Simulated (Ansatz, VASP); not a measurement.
Te in VASP and in Ansatz

File INCAR:

```
SYSTEM = Te
PREC = Accurate ; ENCUT = 600
EDIFF = 1E-6 ; ISMEAR = -1
SIGMA = 0.05 ; LREAL = .False.
LASPH = .True. ; NELM = 60
ALGO = Normal ; ISIF = 3
LWAVE = .False. ; LCHARG = .False.
GGA = RP ; IBRION = 2
NSW = 80 ; EDIFFG = -0.01
```

The input KPOINTS:

```
regular mesh
0
Gamma
  5 5 3
  0 0 0
```

The input POSCAR:

```
Te
1.0
    4.4540012348      0.0000000000      0.0000000000
   -2.2270006174      3.8572782178      0.0000000000
    0.0000000000      0.0000000000      5.9240000000
Te
3
Direct
    0.2690000000      0.0000000000      0.3333333333
    0.0000000000      0.2690000000      0.6666666667
    0.7310000000      0.7310000000      0.0000000000
```

Input for Ansatz:

```yaml
crystal:
  lattice:
    - [4.4540012348, 0.0, 0.0]
    - [-2.2270006174, 3.8572782178, 0.0]
    - [0.0, 0.0, 5.924]
  atoms:
    - { symbol: Te, position: [0.269, 0.0, 0.3333333333] }
    - { symbol: Te, position: [0.0, 0.269, 0.6666666667] }
    - { symbol: Te, position: [0.731, 0.731, 0.0] }
hamiltonian:
  xc: rpbe
  pseudopotentials:
    kind: paw
    azcp:
      Te: "pseudopotentials/Te.paw.azcp"
basis:
  ecutwfc: 420
  fft_grid_basis: typed
kpoints:
  mp_grid: { grid: [5, 5, 3], shift: [0, 0, 0] }
magnetization:
  spin_polarized: false
scf:
  occupations: { method: fermi_dirac, width: 0.05 }
relax:
  max_steps: 60
  f_tol: 0.01
  cell: {}
```

Alike in both runs: task relaxation of cell and atoms; functional RPBE; k mesh 5 × 5 × 3; occupations fermi-dirac, width 0.05 eV; no spin polarisation.

|  | VASP | Ansatz |
| --- | --- | --- |
| version | VASP 6.6.1 | Ansatz 0.2.0 |
| potentials or method | VASP PAW PBE potentials, release 64 (Te), cutoff 600 eV | plane waves (420 eV) with PAW, scalar-relativistic |
| valence electrons in the cell | 18 | 48 |

```csv
,VASP,Ansatz,Ansatz less VASP
relaxed volume (Å³/atom),72.09,71.57,-0.521
relaxed cell length with the largest relative difference (Å),6.574,6.549,-0.0248
```

VASP's potentials were made for PBE, not for RPBE. VASP's potentials hold 18 valence electrons a cell and Ansatz's 48, so a difference there can come from the potentials and not from the codes.

Spin-orbit coupling is off throughout. Noted on VASP's run: the volume moved by over 15 % at a fixed basis, so the end points are rough.
